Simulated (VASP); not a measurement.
Write the native input for VASP 6.6.1 that does the following.

```
Task                   : single point
Functional             : PBE
Potentials or basis    : VASP PAW PBE potentials, release 64 (Zr_sv, H)
Cutoff                 : 520 eV
k mesh                 : 3 × 2 × 3
Occupations            : gaussian, width 0.05 eV
Spin                   : no spin polarisation
Dipole correction      : no
Further INCAR settings : ALGO = Normal; EDIFF = 1e-07; NBANDS = 84
```

The structure of Zr12H (a cell with a defect) lies in POSCAR:

```
Zr12H
1.0
    6.4600000000      0.0000000000      0.0000000000
   -4.8450000000      8.3917860000      0.0000000000
    0.0000000000      0.0000000000      5.1453900000
Zr H
12 1
Direct
    0.0008373776      0.0068655230      0.0122167610
    0.1837334770      0.2265185266      0.4977193177
    0.0064742152      0.3307604603     -0.0028252475
    0.1587710422      0.5527331131      0.4993912998
   -0.0015486703      0.6697171496     -0.0040278774
    0.1602654695      0.8915917303      0.4995644645
    0.4839157110      0.0030341574      0.0017015231
    0.6798468396      0.2187660648      0.4923240027
    0.5194051596      0.3365798413     -0.0068748919
    0.6676095771      0.5548821193      0.4974794914
    0.4909508390      0.6547678885      0.0085577575
    0.6564158618      0.8864192914      0.5061462785
    0.6553227844      0.8857725876      0.9319402417
```

These files were run (other wordings do the same):

INCAR

```
SYSTEM = Zr12H
PREC = Accurate
ENCUT = 520
EDIFF = 1E-7
ISMEAR = 0
SIGMA = 0.05
LREAL = .False.
LASPH = .True.
NELM = 100
ALGO = Normal
ISIF = 2
LWAVE = .False.
LCHARG = .False.
GGA = PE
NBANDS = 84
```

KPOINTS

```
regular mesh
0
Gamma
  3 2 3
  0 0 0
```

Potentials or basis: VASP PAW PBE potentials, release 64 (Zr_sv, H).

Launch:

```bash
$ cat potpaw_PBE.64/Zr_sv/POTCAR potpaw_PBE.64/H/POTCAR > POTCAR
$ mpirun -np 1 vasp_std > vasp.out
```

Results of the run:

The pressure is 2.1 GPa and the largest force is 0.417 eV/Å. The band gap on the k mesh is zero (an odd number of electrons rules out a gap without spin polarisation).

Caveat: the k points lie up to 0.41 Å⁻¹ apart, too coarse for converged energies and pressures of a metal.

Wall time 5.2 min on 1 thread of Intel(R) Xeon(R) Platinum 8375C CPU @ 2.90GHz (Ice Lake), on a shared host, peak memory 0.42 GiB.
